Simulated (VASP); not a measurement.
# C in VASP: single point with PBEsol

Aim: the single point of C with PBEsol.

Everything below comes from runs of VASP 6.6.1. Logs are shortened: lines on timing, memory, paths and dates and some standing lists are left out, and cuts for length are marked.

## (1) The cell of the first run

The cell holds a slab with vacuum, 18 atoms: a = 7.398 Å, b = 7.398 Å, c = 12.000 Å, α = 90.00°, β = 90.00°, γ = 120.00°.

## (2) Single point, PBEsol

Contents of INCAR:

```
SYSTEM = C
PREC = Accurate ; ENCUT = 520
EDIFF = 1E-7 ; ISMEAR = -1
SIGMA = 0.02 ; LREAL = Auto
LASPH = .TRUE. ; NELM = 100
ALGO = Normal ; ISIF = 2
LWAVE = .FALSE. ; LCHARG = .TRUE.
GGA = PS ; LELF = .TRUE.
LVHAR = .TRUE. ; NBANDS = 51
```

Contents of KPOINTS:

```
Automatic mesh
0
G
  2 2 1
  0 0 0
```

Contents of POSCAR:

```
C
1.0
    7.3980000000      0.0000000000      0.0000000000
   -3.6990000000      6.4068560000      0.0000000000
    0.0000000000      0.0000000000     12.0000000000
C
18
Direct
   -0.0068684821     -0.0033557801      0.0810750000
    0.2181359205      0.1125356961      0.0750833333
    0.0067932761      0.3354843624      0.0978166667
    0.2249051140      0.4489721636      0.0859833333
    0.0069667221      0.6694078968      0.0926583333
    0.2224167183      0.7800862077      0.0808250000
    0.3279807149     -0.0037303788      0.0646750000
    0.5425830115      0.1061987346      0.0829333333
    0.3337907685      0.3230289552      0.0809833333
    0.5440920861      0.4430098008      0.0723833333
    0.3367414884      0.6668325307      0.0725500000
    0.5717158471      0.7827396152      0.0715333333
    0.6621511528      0.0021071178      0.0903666667
    0.8877370027      0.1101320211      0.1058500000
    0.6615436540      0.3302243721      0.0778583333
    0.9005048773      0.4512665807      0.1014666667
    0.6711309623      0.6717023139      0.0733000000
    0.8876896852      0.7734058640      0.0926666667
```

Potentials or basis: VASP PAW PBE potentials, release 64 (C).

The run is started by

```bash
cat potpaw_PBE.64/C/POTCAR > POTCAR
mpirun -np 1 vasp_std > vasp.out
```

OUTCAR:

```text
SYSTEM = C
   PREC = Accurate
   ENCUT = 520
   EDIFF = 1E-7
   ISMEAR = -1
   LREAL = Auto
   LASPH = .TRUE.
   NELM = 100
   ISIF = 2
   GGA = PS

 ion  position               nearest neighbor table
   1  0.993  0.997  0.081-  14 1.43  18 1.44   2 1.44
   2  0.218  0.113  0.075-   9 1.35   1 1.44   7 1.45
   3  0.007  0.335  0.098-   4 1.40  16 1.42  14 1.45
   4  0.225  0.449  0.086-   3 1.40  11 1.41   9 1.51
   5  0.007  0.669  0.093-   6 1.39  16 1.40  18 1.43
   6  0.222  0.780  0.081-   5 1.39   7 1.40  11 1.46
[... 10 lines left out ...]
  17  0.671  0.672  0.073-  12 1.35  18 1.41  10 1.47
  18  0.888  0.773  0.093-  17 1.41   5 1.43   1 1.44

  LATTYP: Found a hexagonal cell.
 ALAT       =     7.3980000000
 C/A-ratio  =     1.6220600162

  Lattice vectors:

 A1 = (   7.3980000000,   0.0000000000,   0.0000000000)
 A2 = (  -3.6990000000,   6.4068560000,   0.0000000000)
 A3 = (   0.0000000000,   0.0000000000,  12.0000000000)

Analysis of symmetry for initial positions (statically):
=====================================================================
 Subroutine PRICEL returns:
 Original cell was already a primitive cell.

 Routine SETGRP: Setting up the symmetry group for a
 hexagonal supercell.

 Subroutine GETGRP returns: Found  1 space group operations
 (whereof  1 operations were pure point group operations)
 out of a pool of 24 trial point group operations.

The static configuration has the point symmetry C_1 .

Analysis of symmetry for dynamics (positions and initial velocities):
=====================================================================
 Subroutine PRICEL returns:
 Original cell was already a primitive cell.

 Routine SETGRP: Setting up the symmetry group for a
 hexagonal supercell.

 Subroutine GETGRP returns: Found  1 space group operations
 (whereof  1 operations were pure point group operations)
 out of a pool of 24 trial point group operations.

The dynamic configuration has the point symmetry C_1 .

 Subroutine INISYM returns: Found  1 space group operations
 (whereof  1 operations are pure point group operations),
 and found     1 'primitive' translations

----------------------------------------------------------------------------------------

                                     Primitive cell

  volume of cell :     568.7750

  direct lattice vectors                    reciprocal lattice vectors
     7.398000000  0.000000000  0.000000000     0.135171668  0.078041398  0.000000000
    -3.699000000  6.406856000  0.000000000     0.000000000  0.156082796  0.000000000
     0.000000000  0.000000000 12.000000000     0.000000000  0.000000000  0.083333333

  length of vectors
     7.398000000  7.398000054 12.000000000     0.156082797  0.156082796  0.083333333

  position of ions in fractional coordinates (direct lattice)
     0.993131518  0.996644220  0.081075000
     0.218135921  0.112535696  0.075083333
     0.006793276  0.335484362  0.097816667
     0.224905114  0.448972164  0.085983333
     0.006966722  0.669407897  0.092658333
     0.222416718  0.780086208  0.080825000
[... 10 lines left out ...]
     0.671130962  0.671702314  0.073300000
     0.887689685  0.773405864  0.092666667

  ion indices of the primitive-cell ions
   primitive index   ion index
                 1           1
                 2           2
                 3           3
                 4           4
                 5           5
                 6           6
[... 10 lines left out ...]
                17          17
                18          18

----------------------------------------------------------------------------------------

 KPOINTS: Automatic mesh

Automatic generation of k-mesh.
 Grid dimensions read from file:
 generate k-points for:    2    2    1

 Generating k-lattice:

  Cartesian coordinates                     Fractional coordinates (reciprocal lattice)
     0.067585834  0.039020699  0.000000000     0.500000000  0.000000000  0.000000000
     0.000000000  0.078041398  0.000000000     0.000000000  0.500000000  0.000000000
     0.000000000  0.000000000  0.083333333     0.000000000  0.000000000  1.000000000

  Length of vectors
     0.078041399  0.078041398  0.083333333

  Shift w.r.t. Gamma in fractional coordinates (k-lattice)
     0.000000000  0.000000000  0.000000000

 Subroutine IBZKPT returns following result:
 ===========================================

 Found      4 irreducible k-points:

 Following reciprocal coordinates:
            Coordinates               Weight
  0.000000  0.000000  0.000000      1.000000
  0.500000  0.000000  0.000000      1.000000
  0.000000  0.500000  0.000000      1.000000
  0.500000  0.500000  0.000000      1.000000
   k-points           NKPTS =      4   k-points in BZ     NKDIM =      4   number of bands    NBANDS=     51
   number of dos      NEDOS =    301   number of ions     NIONS =     18
   total plane-waves  NPLWV = 282240
   dimension x,y,z NGX =    56 NGY =   56 NGZ =   90
   dimension x,y,z NGXF=   112 NGYF=  112 NGZF=  180
   ions per type =              18
   NGX,Y,Z   is equivalent  to a cutoff of  12.58, 12.58, 12.47 a.u.
   NGXF,Y,Z  is equivalent  to a cutoff of  25.17, 25.17, 24.94 a.u.
 SYSTEM =  C
   PREC   = accura    normal or accurate (medium, high low for compatibility)
   ISTART =      0    job   : 0-new  1-cont  2-samecut
   ICHARG =      2    charge: 1-file 2-atom 10-const
   ISPIN  =      1    spin polarized calculation?
   LNONCOLLINEAR =      F non collinear calculations
   LSORBIT =      F    spin-orbit coupling
   LASPH  =      T    aspherical Exc in radial PAW
   ENCUT  =  520.0 eV  38.22 Ry    6.18 a.u.  13.76 13.76 22.31*2*pi/ulx,y,z
   NELM   =    100;   NELMIN=  2; NELMDL= -5     # of ELM steps
   EDIFF  = 0.1E-06   stopping-criterion for ELM
   LREAL  =      T    real-space projection
   EDIFFG = 0.1E-05   stopping-criterion for IOM
   NSW    =      0    number of steps for IOM
   IBRION =     -1    ionic relax: 0-MD 1-quasi-New 2-CG
   NFREE  =      0    steps in history (QN), initial steepest desc. (CG)
   ISIF   =      2    stress and relaxation
   ISYM   =      2    0-nonsym 1-usesym 2-fastsym
   POTIM  = 0.5000    time-step for ionic-motion
   TEBEG  =    0.0;   TEEND  =   0.0 temperature during run
   PSTRESS=    0.0 pullay stress
   NELECT =      72.0000    total number of electrons
   NUPDOWN=      -1.0000    fix difference up-down
   EMIN   =  10.00;   EMAX   =-10.00  energy-range for DOS
   EFERMI =   0.00;   METHOD = LEGACY
   ISMEAR =    -1;   SIGMA  =   0.02  broadening in eV -4-tet -1-fermi 0-gaus
   EFERMI_NEDOS =   21; number of points for ismear=-14 and -15
   IALGO  =     38    algorithm
   IMIX   =      4    mixing-type and parameters
     AMIX     =   0.40;   BMIX     =  1.00
     AMIX_MAG =   1.60;   BMIX_MAG =  1.00
  volume/ion in A,a.u.               =      31.60       213.24
  Fermi-wavevector in a.u.,A,eV,Ry     =   0.822001  1.553356  9.193253  0.675685
  Thomas-Fermi vector in A             =   1.933259
   LORBIT       =      0    0 simple, 1 ext, 2 COOP (PROOUT), +10 PAW based schemes
   GGA     = PS    functional components
   LHFCALC =     F    Hartree Fock is set to
   AEXX    =    0.0000 exact exchange contribution
   IVDW    =     0    specifies the selected vdW correction
   LEPSILON=     F    determine dielectric tensor
   LRPA    =     F    only Hartree local field effects (RPA)
 non-spin polarized calculation
  energy-cutoff  :      520.00
  volume of cell :      568.78
 maximum number of plane-waves:     15363
 NGX is ok and might be reduce to    56
   NGX = 27   NGY = 27   NGZ = 45

 number of electron      72.0000001 magnetization

 Free energy of the ion-electron system (eV)
  ---------------------------------------------------
  ext. energy  EPLUGINS =         0.00000000
  ---------------------------------------------------
  free energy    TOTEN  =      -171.07847309 eV

  energy without entropy =     -171.07815393  energy(sigma->0) =     -171.07831351

 E-fermi :  -1.8963     XC(G=0):  -3.5901

 val. band max:       -2.0183764710   @ k =   0.0000   0.0000   0.0000
 cond. band min:      -1.7743395057   @ k =   0.0000   0.0000   0.0000
 fundamental gap:      0.2440369653
 Fermi energy:        -1.8962998829

 k-point     1 :       0.0000    0.0000    0.0000
  band No.  band energies     occupation
      1     -21.2805      2.00000
      2     -19.0049      2.00000
      3     -18.9456      2.00000
      4     -18.7494      2.00000
      5     -18.5987      2.00000
      6     -18.5643      2.00000
[... 40 lines left out ...]
     47       3.5262      0.00000
     48       4.8251      0.00000

 k-point     2 :       0.5000    0.0000    0.0000
  band No.  band energies     occupation
      1     -20.7261      2.00000
      2     -20.5398      2.00000
      3     -19.3396      2.00000
      4     -19.3078      2.00000
      5     -16.9861      2.00000
      6     -16.9196      2.00000
[... 40 lines left out ...]
     47       4.1513      0.00000
     48       4.2580      0.00000

 k-point     3 :       0.0000    0.5000    0.0000
  band No.  band energies     occupation
      1     -20.7096      2.00000
      2     -20.5543      2.00000
      3     -19.4959      2.00000
      4     -19.1278      2.00000
      5     -17.1554      2.00000
      6     -16.9158      2.00000
[... 40 lines left out ...]
     47       4.1526      0.00000
     48       4.2543      0.00000

 k-point     4 :       0.5000    0.5000    0.0000
  band No.  band energies     occupation
      1     -20.7121      2.00000
      2     -20.5458      2.00000
      3     -19.5075      2.00000
      4     -19.1300      2.00000
      5     -17.1398      2.00000
      6     -16.9082      2.00000
[... 40 lines left out ...]
     47       4.2016      0.00000
     48       4.3045      0.00000
 [bands above 48 left out]

------------------------ aborting loop because EDIFF is reached ----------------------------------------

  FORCE on cell =-STRESS in cart. coord.  units (eV):
  Direction    XX          YY          ZZ          XY          YZ          ZX
  --------------------------------------------------------------------------------------
  -------------------------------------------------------------------------------------
  Total       -4.3680137     -1.2868767     -1.9970829      0.7091417     -0.6649686     -0.6462817
  in kB      -12.3042185     -3.6249915     -5.6255648      1.9975748     -1.8731442     -1.8205051
  external PRESSURE =      -7.1849249 kB  Pullay stress =       0.0000000 kB

 VOLUME and BASIS-vectors are now :
 -----------------------------------------------------------------------------
  energy-cutoff  :      520.00
  volume of cell :      568.78
      direct lattice vectors                 reciprocal lattice vectors
     7.398000000  0.000000000  0.000000000     0.135171668  0.078041398  0.000000000
    -3.699000000  6.406856000  0.000000000     0.000000000  0.156082796  0.000000000
     0.000000000  0.000000000 12.000000000     0.000000000  0.000000000  0.083333333

 POSITION                                       TOTAL-FORCE (eV/Angst)
 -----------------------------------------------------------------------------------
      3.66060      6.38536      0.97290         0.180497      0.228713      2.125153
      1.19750      0.72100      0.90100         1.190742     -3.273788     -0.444625
     -1.19070      2.14940      1.17380        -1.126847      0.585816      0.695120
      0.00310      2.87650      1.03180         1.243192     -1.310588     -0.135511
     -2.42460      4.28880      1.11190        -0.868606     -0.744341      0.269561
     -1.24010      4.99790      0.96990         1.966648     -1.456188     -0.889831
[... 10 lines left out ...]
      2.48040      4.30350      0.87960         1.127639     -2.209963      1.003979
      3.70630      4.95510      1.11200        -0.004505      1.399017     -1.886933
 -----------------------------------------------------------------------------------
    total drift:                                0.017160     -0.007607      0.004606

  FREE ENERGIE OF THE ION-ELECTRON SYSTEM (eV)
  ---------------------------------------------------
  free  energy   TOTEN  =      -171.0784730920 eV

  energy  without entropy=     -171.0781539278  energy(sigma->0) =     -171.07831351
```

Wall time 2.1 min (1 thread of Intel Xeon 6975P-C (Granite Rapids), shared host); peak memory 0.55 GiB.

Results:

| Item | Value |
| --- | --- |
| Free energy | -171.0785 eV |
| Largest force | 5.215 eV/Å |

Forces in eV/Å, atoms in the order of the input:
```
C    0.180  0.229  2.125
C    1.191 -3.274 -0.445
C   -1.127  0.586  0.695
C    1.243 -1.311 -0.136
C   -0.869 -0.744  0.270
C    1.967 -1.456 -0.890
C   -1.410  1.543  1.686
C    1.923  1.809 -0.915
C   -3.792  3.501 -0.482
C    5.208  0.010  0.276
C    0.030  0.824  0.668
C   -5.023  0.912  0.492
C    2.237 -0.473  0.155
C   -0.816 -0.269 -2.513
C    0.107  1.373  1.685
C   -2.173 -2.448 -1.790
C    1.128 -2.210  1.004
C   -0.005  1.399 -1.887
```

Caveat: the k points lie up to 0.49 Å⁻¹ apart; the atoms stand as in a frame of molecular dynamics; there is no dipole correction, which matters where the two faces differ; the PAW data sets were made with another functional, which shifts forces and pressure a little.
